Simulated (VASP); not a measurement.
Write the native input for VASP 6.6.1 that does the following.

```
Task                   : single point
Functional             : PBEsol
Potentials or basis    : VASP PAW PBE potentials, release 64 (Sb)
Cutoff                 : 520 eV
k mesh                 : 18 × 18 × 10
Occupations            : gaussian, width 0.15 eV
Spin                   : no spin polarisation
Dipole correction      : no
Further INCAR settings : ALGO = Normal; EDIFF = 1e-06; NBANDS = 12
```

The structure of Sb lies in POSCAR:

```
Sb
1.0
    3.3690001795      0.0000000000      0.0000000000
   -1.6845000898      2.9176397408      0.0000000000
    0.0000000000      0.0000000000      5.3300000000
Sb
2
Direct
    0.3036509366      0.6666666667      0.2500000000
    0.6666666667      0.3333333333      0.7500000000
```

This cell differs from its parent crystal: atom 1 (Sb) moved by (-0.100, +0.000) A along x and z.

These files were run (other wordings do the same):

INCAR

```
PREC = Accurate
ENCUT = 520
EDIFF = 1E-6
ISMEAR = 0
SIGMA = 0.15
LREAL = F
LASPH = T
NELM = 80
ALGO = Normal
ISIF = 2
LWAVE = F
LCHARG = F
GGA = PS
NBANDS = 12
```

KPOINTS

```
regular mesh
0
Gamma
  18 18 10
```

Potentials or basis: VASP PAW PBE potentials, release 64 (Sb).

The run is started by

```bash
$ cat potpaw_PBE.64/Sb/POTCAR > POTCAR
$ mpirun -np 1 vasp_std > vasp.out
```

It gave:

* Pressure: -0.1 GPa
* Largest force: 0.024 eV/Å
* Band gap on the k mesh: zero (bands 5 and 6 overlap by 7.54 eV)

Caveat: the cell differs from its parent crystal (atom 1 (Sb) moved by (-0.100, +0.000) A along x and z); the PAW data sets were made with another functional, which shifts forces and pressure a little; spin-orbit coupling is left out, which moves the levels of the heavy elements.

Wall time 6.9 min on 1 thread of Intel Xeon 8259CL, with other jobs on the host, peak memory 0.62 GiB.
